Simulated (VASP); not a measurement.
Set up this calculation in VASP 6.6.1, as the native input.

* Task: single point
* Functional: PBE
* Potentials or basis: VASP PAW PBE potentials, release 64 (Si)
* Cutoff: 400 eV
* k mesh: 3 × 3 × 1
* Occupations: gaussian, width 0.03 eV
* Spin: no spin polarisation
* Dipole correction: yes
* Further INCAR settings: ALGO = Normal; EDIFF = 1e-06; NBANDS = 66; ISYM = 0; NELMDL = -8

The structure of Si lies in POSCAR:

```
Si
1.0
    7.7356525700      0.0000000000      0.0000000000
    0.0000000000      7.7356525700      0.0000000000
    0.0000000000      0.0000000000     21.4374154681
Si
24
Direct
   -0.0837933528     -0.0028128113      0.3386092593
    1.1282137548      0.4977796543      0.3676741172
    0.6254588966      1.0000318303      0.3772394706
    0.4136217018      0.5003311669      0.3352875095
    0.4928204503      0.2685757359      0.4035477584
    0.4857279247      0.7349201124      0.4034370810
    0.0075204818      0.2358315851      0.4029392405
    0.0008580647      0.7576648158      0.4030628369
    0.2444900851      0.7607033568      0.4730933338
    0.2531592629      0.2386550675      0.4730286339
    0.7441025232      0.7258194536      0.4619954619
    0.7530105168      0.2716187425      0.4621007295
    0.7385879731      0.9984108974      0.5143603306
    0.7461910911      0.4982831476      0.5347672903
    0.2451834177     -0.0003970032      0.5414759114
    0.2470825152      0.5006277237      0.5355492452
    0.4975816949      0.5288922857      0.6022481052
    0.5176455734      0.9965885442      0.5920583000
   -0.0043812729      0.4779632592      0.6020249983
   -0.0305907183      1.0048211584      0.5900546745
   -0.1398539445      0.7373641639      0.6271741040
   -0.0863114546      0.2336798016      0.6640783557
    0.5758675254      0.7685509993      0.6676571027
    0.6278072896      0.2660963125      0.6265361496
```

The input as run:

INCAR

```
PREC = Accurate
ENCUT = 400
EDIFF = 1E-6
ISMEAR = 0
SIGMA = 0.03
LREAL = False
LASPH = True
NELM = 120
ALGO = Normal
ISIF = 2
LWAVE = False
LCHARG = False
LDIPOL = True
IDIPOL = 3
DIPOL = 0.5 0.5 0.500
GGA = PE
ISYM = 0
NBANDS = 66
GGA_COMPAT = False
NELMDL = -8
```

KPOINTS

```
regular mesh
0
Gamma
  3 3 1
```

Potentials or basis: VASP PAW PBE potentials, release 64 (Si).

Run with:

```console
$ cat potpaw_PBE.64/Si/POTCAR > POTCAR
$ mpirun -np 1 vasp_std > vasp.out
```

It gave:

```
Largest force          : 0.062 eV/Å
Band gap on the k mesh : 0.08 eV (least direct gap 0.24 eV)
```

It took 17 min on 1 thread of Oxide Virtual Turin-like Processor, with other jobs on the host, peak memory 0.75 GiB.
